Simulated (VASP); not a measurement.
# CaO (Fmmm) in VASP: further runs

Runs on CaO. Level: PBE. Tasks: single point.

Everything below comes from runs of VASP 6.6.1. Logs are shortened: lines on timing, memory, paths and dates and some standing lists are left out, and cuts for length are marked.

## (1) The cell of the first run

It takes space group Fmmm (No. 69, orthorhombic). Conventional cell: a = 4.751 Å, b = 4.898 Å, c = 5.045 Å, α = 90.00°, β = 90.00°, γ = 90.00°. Ca (site symmetry mmm) has 6 O at 2.38 to 2.52 Å within 3.1 Å. Within 3.1 Å of O (site symmetry mmm) lie 6 Ca at 2.38 to 2.52 Å.

## (2) Single point, PBE (strain +0.0300 x Voigt [1, -1, 0, 0, 0, 0])

Contents of INCAR:

```
  ALGO = Normal
  EDIFF = 1E-6
  ENCUT = 520
  GGA = PE
  ISIF = 2
  ISMEAR = 0
  LASPH = True
  LCHARG = False
  LREAL = False
  LWAVE = False
  NBANDS = 15
  NELM = 80
  PREC = Accurate
  SIGMA = 0.05
```

Contents of KPOINTS:

```
k-points
0
Gamma
  8 8 8
```

Contents of POSCAR:

```
CaO
1.0
    0.0000000000      2.3755300000      2.4490000000
    2.5224700000      0.0000000000      2.4490000000
    2.5224700000      2.3755300000      0.0000000000
Ca O
1 1
Direct
    0.0000000000      0.0000000000      0.0000000000
    0.5000000000      0.5000000000      0.5000000000
```

Potentials or basis: VASP PAW PBE potentials, release 64 (Ca_sv, O).

Run with:

```console
cat potpaw_PBE.64/Ca_sv/POTCAR potpaw_PBE.64/O/POTCAR > POTCAR
mpirun -np 1 vasp_std > vasp.out
```

OUTCAR:

```text
EDIFF = 1E-6
   ENCUT = 520
   GGA = PE
   ISIF = 2
   ISMEAR = 0
   LASPH = True
   LREAL = False
   NELM = 80
   PREC = Accurate

 ion  position               nearest neighbor table
   1  0.000  0.000  0.000-   2 2.38   2 2.38   2 2.45   2 2.45   2 2.52   2 2.52
   2  0.500  0.500  0.500-   1 2.38   1 2.38   1 2.45   1 2.45   1 2.52   1 2.52

  LATTYP: Found a face centered orthorhombic cell.
 ALAT       =     4.7510600000
 B/A-ratio  =     1.0309278351
 C/A-ratio  =     1.0618556701

  Lattice vectors:

 A1 = (  -2.5224700000,   0.0000000000,  -2.4490000000)
 A2 = (  -2.5224700000,   2.3755300000,   0.0000000000)
 A3 = (   0.0000000000,   2.3755300000,  -2.4490000000)

Analysis of symmetry for initial positions (statically):
=====================================================================
 Subroutine PRICEL returns:
 Original cell was already a primitive cell.

 Routine SETGRP: Setting up the symmetry group for a
 face centered orthorhombic supercell.

 Subroutine GETGRP returns: Found  8 space group operations
 (whereof  8 operations were pure point group operations)
 out of a pool of  8 trial point group operations.

The static configuration has the point symmetry D_2h.

Analysis of symmetry for dynamics (positions and initial velocities):
=====================================================================
 Subroutine PRICEL returns:
 Original cell was already a primitive cell.

 Routine SETGRP: Setting up the symmetry group for a
 face centered orthorhombic supercell.

 Subroutine GETGRP returns: Found  8 space group operations
 (whereof  8 operations were pure point group operations)
 out of a pool of  8 trial point group operations.

The dynamic configuration has the point symmetry D_2h.

 Subroutine INISYM returns: Found  8 space group operations
 (whereof  8 operations are pure point group operations),
 and found     1 'primitive' translations

----------------------------------------------------------------------------------------

                                     Primitive cell

  volume of cell :      29.3498

  direct lattice vectors                    reciprocal lattice vectors
     0.000000000  2.375530000  2.449000000    -0.198218413  0.210479346  0.204164965
     2.522470000  0.000000000  2.449000000     0.198218413 -0.210479346  0.204164965
     2.522470000  2.375530000  0.000000000     0.198218413  0.210479346 -0.204164965

  length of vectors
     3.411853423  3.515744004  3.464967198     0.353942689  0.353942689  0.353942689

  position of ions in fractional coordinates (direct lattice)
     0.000000000  0.000000000  0.000000000
     0.500000000  0.500000000  0.500000000

  ion indices of the primitive-cell ions
   primitive index   ion index
                 1           1
                 2           2

----------------------------------------------------------------------------------------

 KPOINTS: k-points

Automatic generation of k-mesh.
 Grid dimensions read from file:
 generate k-points for:    8    8    8

 Generating k-lattice:

  Cartesian coordinates                     Fractional coordinates (reciprocal lattice)
    -0.024777302  0.026309918  0.025520621     0.125000000  0.000000000  0.000000000
     0.024777302 -0.026309918  0.025520621     0.000000000  0.125000000 -0.000000000
     0.024777302  0.026309918 -0.025520621     0.000000000 -0.000000000  0.125000000

  Length of vectors
     0.044242836  0.044242836  0.044242836

  Shift w.r.t. Gamma in fractional coordinates (k-lattice)
     0.000000000  0.000000000  0.000000000

 Subroutine IBZKPT returns following result:
 ===========================================

 Found     95 irreducible k-points:

 Following reciprocal coordinates:
            Coordinates               Weight
  0.000000  0.000000  0.000000      1.000000
  0.125000  0.000000  0.000000      8.000000
  0.250000  0.000000  0.000000      8.000000
  0.375000  0.000000  0.000000      8.000000
  0.500000  0.000000  0.000000      4.000000
  0.125000  0.125000  0.000000      2.000000
[... 16 lines left out ...]
  0.250000  0.000000  0.125000      8.000000
  0.375000  0.000000  0.125000      8.000000
 [... further k-points ...]
   k-points           NKPTS =     95   k-points in BZ     NKDIM =     95   number of bands    NBANDS=     15
   number of dos      NEDOS =    301   number of ions     NIONS =      2
   total plane-waves  NPLWV =  21952
   dimension x,y,z NGX =    28 NGY =   28 NGZ =   28
   dimension x,y,z NGXF=    56 NGYF=   56 NGZF=   56
   ions per type =               1   1
   NGX,Y,Z   is equivalent  to a cutoff of  13.64, 13.24, 13.43 a.u.
   NGXF,Y,Z  is equivalent  to a cutoff of  27.29, 26.48, 26.87 a.u.
 SYSTEM =  unknown system
   PREC   = accura    normal or accurate (medium, high low for compatibility)
   ISTART =      0    job   : 0-new  1-cont  2-samecut
   ICHARG =      2    charge: 1-file 2-atom 10-const
   ISPIN  =      1    spin polarized calculation?
   LNONCOLLINEAR =      F non collinear calculations
   LSORBIT =      F    spin-orbit coupling
   LASPH  =      T    aspherical Exc in radial PAW
   ENCUT  =  520.0 eV  38.22 Ry    6.18 a.u.   6.34  6.54  6.44*2*pi/ulx,y,z
   NELM   =     80;   NELMIN=  2; NELMDL= -5     # of ELM steps
   EDIFF  = 0.1E-05   stopping-criterion for ELM
   LREAL  =      F    real-space projection
   EDIFFG = 0.1E-04   stopping-criterion for IOM
   NSW    =      0    number of steps for IOM
   IBRION =     -1    ionic relax: 0-MD 1-quasi-New 2-CG
   NFREE  =      0    steps in history (QN), initial steepest desc. (CG)
   ISIF   =      2    stress and relaxation
   ISYM   =      2    0-nonsym 1-usesym 2-fastsym
   POTIM  = 0.5000    time-step for ionic-motion
   TEBEG  =    0.0;   TEEND  =   0.0 temperature during run
   PSTRESS=    0.0 pullay stress
   NELECT =      16.0000    total number of electrons
   NUPDOWN=      -1.0000    fix difference up-down
   EMIN   =  10.00;   EMAX   =-10.00  energy-range for DOS
   EFERMI =   0.00;   METHOD = LEGACY
   ISMEAR =     0;   SIGMA  =   0.05  broadening in eV -4-tet -1-fermi 0-gaus
   EFERMI_NEDOS =   21; number of points for ismear=-14 and -15
   IALGO  =     38    algorithm
   IMIX   =      4    mixing-type and parameters
     AMIX     =   0.40;   BMIX     =  1.00
     AMIX_MAG =   1.60;   BMIX_MAG =  1.00
  volume/ion in A,a.u.               =      14.67        99.03
  Fermi-wavevector in a.u.,A,eV,Ry     =   1.337354  2.527233 24.334235  1.788516
  Thomas-Fermi vector in A             =   2.465909
   LORBIT       =      0    0 simple, 1 ext, 2 COOP (PROOUT), +10 PAW based schemes
   GGA     = PE    functional components
   LHFCALC =     F    Hartree Fock is set to
   AEXX    =    0.0000 exact exchange contribution
   IVDW    =     0    specifies the selected vdW correction
   LEPSILON=     F    determine dielectric tensor
   LRPA    =     F    only Hartree local field effects (RPA)
 non-spin polarized calculation
 Gauss-broadening in eV      SIGMA  =   0.05
  energy-cutoff  :      520.00
  volume of cell :       29.35
 maximum number of plane-waves:       808
 NGX is ok and might be reduce to    28
   NGX = 13   NGY = 13   NGZ = 13

 number of electron      16.0000004 magnetization

 Free energy of the ion-electron system (eV)
  ---------------------------------------------------
  ext. energy  EPLUGINS =         0.00000000
  ---------------------------------------------------
  free energy    TOTEN  =       -12.77587696 eV

  energy without entropy =      -12.77587696  energy(sigma->0) =      -12.77587696

 E-fermi :   2.4206     XC(G=0): -10.2021

 val. band max:        2.1059021239   @ k =   0.0000   0.0000   0.0000
 cond. band min:       5.6027479305   @ k =   0.5000   0.0000   0.5000
 fundamental gap:      3.4968458065
 Fermi energy:         2.4206243610

 k-point     1 :       0.0000    0.0000    0.0000
  band No.  band energies     occupation
      1     -35.8119      2.00000
      2     -16.6414      2.00000
      3     -16.6104      2.00000
      4     -16.5897      2.00000
      5     -13.3887      2.00000
      6       1.9889      2.00000
      7       2.0377      2.00000
      8       2.1059      2.00000
      9       6.2460      0.00000
     10       7.9547      0.00000
     11       8.1478      0.00000
     12       8.3309      0.00000
     13       9.3611      0.00000
     14       9.8197      0.00000
     15      16.7920      0.00000

 k-point     2 :       0.1250    0.0000    0.0000
  band No.  band energies     occupation
      1     -35.8002      2.00000
      2     -16.7752      2.00000
      3     -16.6398      2.00000
      4     -16.6032      2.00000
      5     -13.2119      2.00000
      6       1.5219      2.00000
      7       1.8249      2.00000
      8       1.8818      2.00000
      9       6.9106      0.00000
     10       8.0608      0.00000
     11       8.3260      0.00000
     12       8.4969      0.00000
     13       9.6889      0.00000
     14      10.1718      0.00000
     15      17.2976      0.00000

 k-point     3 :       0.2500    0.0000    0.0000
  band No.  band energies     occupation
      1     -35.7718      2.00000
      2     -17.1136      2.00000
      3     -16.6657      2.00000
      4     -16.6128      2.00000
      5     -12.8356      2.00000
      6       0.5729      2.00000
      7       1.4213      2.00000
      8       1.4498      2.00000
      9       8.1125      0.00000
     10       8.3587      0.00000
     11       8.9920      0.00000
     12       9.0824      0.00000
     13      10.4840      0.00000
     14      11.0117      0.00000
     15      17.3801      0.00000
[... 343 lines left out ...]
 k-point    23 :       0.2500    0.0000    0.1250
  band No.  band energies     occupation
      1     -35.7711      2.00000
      2     -17.0437      2.00000
      3     -16.6940      2.00000
      4     -16.6556      2.00000
      5     -12.8560      2.00000
      6       0.6129      2.00000
      7       1.5357      2.00000
      8       1.6318      2.00000
      9       7.4956      0.00000
     10       7.8066      0.00000
     11       9.2223      0.00000
     12       9.3443      0.00000
     13      10.0002      0.00000
     14      11.5885      0.00000
     15      17.8665      0.00000

 k-point    24 :       0.3750    0.0000    0.1250
  band No.  band energies     occupation
      1     -35.7428      2.00000
      2     -17.3103      2.00000
      3     -16.7180      2.00000
      4     -16.6631      2.00000
      5     -12.5996      2.00000
      6       0.0618      2.00000
      7       1.1075      2.00000
      8       1.2795      2.00000
      9       7.7694      0.00000
     10       9.0231      0.00000
     11       9.9261      0.00000
     12      10.0217      0.00000
     13      10.8697      0.00000
     14      12.3036      0.00000
     15      16.6517      0.00000

 [... further k-points ...]
[... 5 lines left out ...]
  --------------------------------------------------------------------------------------
  -------------------------------------------------------------------------------------
  Total       -1.1482015      0.1710173     -0.6132229      0.0000000      0.0000000      0.0000000
  in kB      -62.6791888      9.3356668    -33.4752368      0.0000000      0.0000000      0.0000000
  external PRESSURE =     -28.9395863 kB  Pullay stress =       0.0000000 kB

 VOLUME and BASIS-vectors are now :
 -----------------------------------------------------------------------------
  energy-cutoff  :      520.00
  volume of cell :       29.35
      direct lattice vectors                 reciprocal lattice vectors
     0.000000000  2.375530000  2.449000000    -0.198218413  0.210479346  0.204164965
     2.522470000  0.000000000  2.449000000     0.198218413 -0.210479346  0.204164965
     2.522470000  2.375530000  0.000000000     0.198218413  0.210479346 -0.204164965

 POSITION                                       TOTAL-FORCE (eV/Angst)
 -----------------------------------------------------------------------------------
      0.00000      0.00000      0.00000        -0.000000     -0.000000      0.000000
      2.52247      2.37553      2.44900         0.000000      0.000000      0.000000
 -----------------------------------------------------------------------------------
    total drift:                                0.000000      0.000000      0.000000

  FREE ENERGIE OF THE ION-ELECTRON SYSTEM (eV)
  ---------------------------------------------------
  free  energy   TOTEN  =       -12.7758769603 eV

  energy  without entropy=      -12.7758769603  energy(sigma->0) =      -12.77587696
```

It took 16 s on 1 thread of Intel Xeon 6975P-C (Granite Rapids), shared host; peak memory 0.18 GiB.

What came out:

```yaml
Free_energy: -12.7759 eV
Pressure: -2.9 GPa
Band_gap_on_the_k_mesh: 3.50 eV, indirect (least direct gap 4.00 eV)
```

Levels at points of the mesh, in eV from the valence-band top:
| k point | band 4 | band 5 | band 6 | band 7 | band 8 | band 9 | band 10 | band 11 | band 12 | band 13 |
| --- | --- | --- | --- | --- | --- | --- | --- | --- | --- | --- |
| (0.00, 0.00, 0.00) | -18.70 | -15.49 | -0.12 | -0.07 | 0.00 | 4.14 | 5.85 | 6.04 | 6.22 | 7.26 |
| (0.50, 0.00, 0.00) | -18.73 | -14.48 | -2.57 | -1.18 | -1.17 | 6.72 | 8.00 | 8.00 | 8.03 | 9.66 |
| (0.50, 0.50, 0.00) | -18.90 | -15.26 | -1.38 | -0.48 | -0.39 | 3.61 | 7.50 | 8.60 | 8.90 | 9.30 |
| (0.50, 0.00, 0.50) | -18.94 | -15.26 | -1.22 | -0.53 | -0.50 | 3.50 | 7.62 | 8.54 | 9.00 | 9.23 |
| (0.00, 0.50, 0.50) | -18.87 | -15.27 | -1.52 | -0.40 | -0.34 | 3.68 | 7.54 | 8.56 | 8.99 | 9.17 |

Caveat: the cell differs from its parent crystal (strain +0.0300 x Voigt [1, -1, 0, 0, 0, 0]).

## (3) Single point, PBE (strain +0.0350 x Voigt [1, -1, 0, 0, 0, 0])

Contents of INCAR:

```
SYSTEM = CaO
ALGO = Normal ; EDIFF = 1E-6
ENCUT = 520 ; GGA = PE
ISIF = 2 ; ISMEAR = 0
LASPH = .True. ; LCHARG = .False.
LREAL = .False. ; LWAVE = .False.
NBANDS = 15 ; NELM = 80
PREC = Accurate ; SIGMA = 0.05
```

Contents of KPOINTS:

```
k-points
0
Gamma
  8 8 8
  0 0 0
```

Contents of POSCAR:

```
CaO
1.0
    0.0000000000      2.3632850000      2.4490000000
    2.5347150000      0.0000000000      2.4490000000
    2.5347150000      2.3632850000      0.0000000000
Ca O
1 1
Direct
    0.0000000000      0.0000000000      0.0000000000
    0.5000000000      0.5000000000      0.5000000000
```

Potentials or basis: VASP PAW PBE potentials, release 64 (Ca_sv, O).

Run with:

```console
cat potpaw_PBE.64/Ca_sv/POTCAR potpaw_PBE.64/O/POTCAR > POTCAR
mpirun -np 1 vasp_std > vasp.out
```

It took 17 s on 1 thread of Intel Xeon 6975P-C (Granite Rapids), shared host; peak memory 0.18 GiB.

The run converged. Its results:

```yaml
Free_energy: -12.7688 eV
Pressure: -2.7 GPa
Band_gap_on_the_k_mesh: 3.47 eV, indirect (least direct gap 4.00 eV)
```

Stress tensor (GPa, compression positive):
```
-6.58  0.00  0.00
 0.00  1.90  0.00
 0.00  0.00 -3.27
```

Levels at points of the mesh, in eV from the valence-band top:
| k point | band 6 | band 7 | band 8 | band 9 | band 10 | band 11 |
| --- | --- | --- | --- | --- | --- | --- |
| (0.00, 0.00, 0.00) | -0.14 | -0.08 | 0.00 | 4.11 | 5.81 | 6.04 |
| (0.50, 0.00, 0.00) | -2.59 | -1.19 | -1.19 | 6.71 | 7.99 | 7.99 |
| (0.50, 0.50, 0.00) | -1.40 | -0.50 | -0.39 | 3.60 | 7.46 | 8.62 |
| (0.50, 0.00, 0.50) | -1.20 | -0.56 | -0.52 | 3.47 | 7.62 | 8.54 |
| (0.00, 0.50, 0.50) | -1.55 | -0.41 | -0.34 | 3.69 | 7.53 | 8.57 |

Caveat: the cell differs from its parent crystal (strain +0.0350 x Voigt [1, -1, 0, 0, 0, 0]).
